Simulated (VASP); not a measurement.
Ti:

```
Ti
1.0
     0.00000    2.03000    2.03000
     2.03000    0.00000    2.03000
     2.03000    2.03000    0.00000
Ti
1
Direct
  0.00000 0.00000 0.00000
```

This isn't the form of Ti at room conditions, which is hcp.

- Program: VASP 6.6.1
- Task: relaxation of cell and atoms
- Functional: LDA
- Potentials or basis: VASP PAW LDA potentials, release 64 (Ti_sv)
- Cutoff: 600 eV
- k mesh: 11 × 11 × 11
- Occupations: fermi-dirac, width 0.05 eV
- Spin: no spin polarisation

At the start: pressure -5.3 GPa; volume 16.73 Å³/atom.

Problem. Where does the relaxation end?

Solution. Over 3 steps the energy falls by 13.0 meV/atom and the volume is 15.97 Å³/atom (-4.5 %); space group Fm-3m (No. 225, to 0.1 Å) before and after.

Step by step:
```
step  energy change (eV)  largest force (eV/Å)  pressure (GPa)  volume (Å³)
   1              0.0000                0.0000           -5.27        16.73
   2             -0.0058                0.0000            4.46        15.43
   3             -0.0130                0.0000            0.01        15.97
```

Final structure:
```yaml
crystal:
  lattice:
    - [0.00000, 1.99877, 1.99877]
    - [1.99877, 0.00000, 1.99877]
    - [1.99877, 1.99877, 0.00000]
  atoms:
    - { symbol: Ti, position: [0.00000, 0.00000, 0.00000] }
```
